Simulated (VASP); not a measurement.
**Mo2Cl: single point with PBE**

Mo2Cl:

```xyz
6
Lattice="3.1180 0.0000 0.0000 0.0000 3.1180 0.0000 0.0000 0.0000 11.9755" Properties=species:S:1:pos:R:3 pbc="T T T"
Mo    1.5590    0.0000    9.6519
Mo    0.0000    1.5590   11.1843
Mo    0.0000    1.5590    2.3236
Mo    1.5590    0.0000    0.7913
Cl    0.0000    1.5590    7.9203
Cl    1.5590    0.0000    4.0552
```

* Program: VASP 6.6.1
* Task: single point
* Functional: PBE
* Potentials or basis: VASP PAW PBE potentials, release 64 (Mo_sv, Cl)
* Cutoff: 520 eV
* k mesh: 10 × 10 × 4
* Occupations: gaussian, width 0.1 eV
* Spin: no spin polarisation
* Dipole correction: no
* Further INCAR settings: ALGO = Normal; EDIFF = 1e-06; NBANDS = 44

```yaml
Pressure: 0.2 GPa
Largest_force: 0.016 eV/Å
Band_gap_on_the_k_mesh: zero (bands 35 and 36 overlap by 1.48 eV)
```

Forces in eV/Å, atoms in the order of the input:
```
Mo   0.000  0.000 -0.016
Mo   0.000  0.000 -0.001
Mo   0.000  0.000  0.016
Mo   0.000  0.000  0.001
Cl   0.000  0.000 -0.006
Cl   0.000  0.000  0.006
```

Levels at points of the mesh, in eV from the Fermi level:
| k point | band 33 | band 34 | band 35 | band 36 | band 37 | band 38 |
| --- | --- | --- | --- | --- | --- | --- |
| (0.00, 0.00, 0.00) | -1.02 | -0.74 | -0.22 | -0.22 | 0.37 | 0.87 |
| (0.50, 0.00, 0.00) | -0.45 | -0.45 | 0.26 | 0.26 | 1.11 | 1.11 |
| (0.50, 0.50, 0.00) | -0.40 | -0.40 | 1.20 | 1.20 | 2.41 | 2.41 |
| (0.00, 0.00, 0.50) | -1.02 | -0.74 | -0.22 | -0.22 | 0.37 | 0.87 |
| (0.50, 0.00, 0.50) | -0.44 | -0.44 | 0.25 | 0.25 | 1.11 | 1.11 |
| (0.50, 0.50, 0.50) | -0.41 | -0.41 | 1.21 | 1.21 | 2.41 | 2.41 |

It took 2.4 min on 1 thread of Intel(R) Xeon(R) 6975P-C (Granite Rapids), on a shared host, peak memory 0.36 GiB.

Caveat: this functional lacks dispersion, which binds layers or chains, so the pressure and a relaxed spacing across them are unreliable.
